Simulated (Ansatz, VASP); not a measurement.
# TiAl in VASP and in Ansatz

```
CELL_PARAMETERS angstrom
0.00000 -3.15647 0.00000
0.00000 0.00000 -3.15647
9.16942 0.00000 0.00000
ATOMIC_POSITIONS crystal
Ti 0.00000 0.00000 0.25816
Ti 0.00000 0.00000 0.60240
Ti 0.00000 0.00000 0.94664
Al 0.50000 0.50000 0.08604
Al 0.50000 0.50000 0.43028
Al 0.50000 0.50000 0.77452
```

Alike in both runs: task single point; functional PBEsol; k mesh 19 × 19 × 7; occupations gaussian, width 0.15 eV; no spin polarisation.

```csv
,VASP,Ansatz
version,VASP 6.6.1,Ansatz 0.2.0
potentials or method,"VASP PAW PBE potentials, release 64 (Ti_sv, Al), cutoff 520 eV","scalar-relativistic, plane waves, PAW"
valence electrons in the cell,45,45
```

|  | VASP | Ansatz | Ansatz less VASP |
| --- | --- | --- | --- |
| gap on the k mesh at the Fermi level (eV) | none | none | - |
| pressure (GPa) | 5.0 | 4.9 | -0.07 |
| traceless stress, the component that is largest in VASP (GPa) | -0.93 | -0.93 | -0.004 |
| rms of the force components (eV/Å) | 0.431 | 0.432 | +0.0002 |

VASP's potentials were made for PBE, not for PBEsol. Atom by atom the forces differ by 0.001 eV/Å (rms over components). A gap of «none» marks a metal or a gap that the smearing closes.
